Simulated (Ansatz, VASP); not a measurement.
## Two plane-wave programs on Al

```xyz
4
Lattice="2.8661 0.0000 0.0000 -1.4330 2.4821 0.0000 0.0000 0.0000 7.8684" Properties=species:S:1:pos:R:3 pbc="T T T"
Al    0.0000    0.0000    0.0000
Al    0.0000    1.6547    1.9671
Al    0.0000    0.0000    3.9342
Al    1.4331    0.8274    5.9013
```

Alike in both runs: task single point; functional PBEsol; dispersion D3(BJ); k mesh 18 × 18 × 6; occupations gaussian, width 0.15 eV; no spin polarisation.

```csv
,VASP,Ansatz
version,VASP 6.6.1,Ansatz 0.2.0
potentials or method,"VASP PAW PBE potentials, release 64 (Al), cutoff 520 eV","scalar-relativistic, plane waves, PAW"
valence electrons in the cell,12,12
```

Ansatz gave:

- gap on the k mesh at the Fermi level (eV): none
- pressure (GPa): 16.8
- traceless stress, the component that is largest in VASP (GPa): 16.08

Q: Which values does VASP return?

A: gap on the k mesh at the Fermi level (eV): none; pressure (GPa): 17.0; traceless stress, the component that is largest in VASP (GPa): 16.18.

VASP's potentials were made for PBE, not for PBEsol, and Ansatz warns of the same on its side. A gap of «none» marks a metal or a gap that the smearing closes.
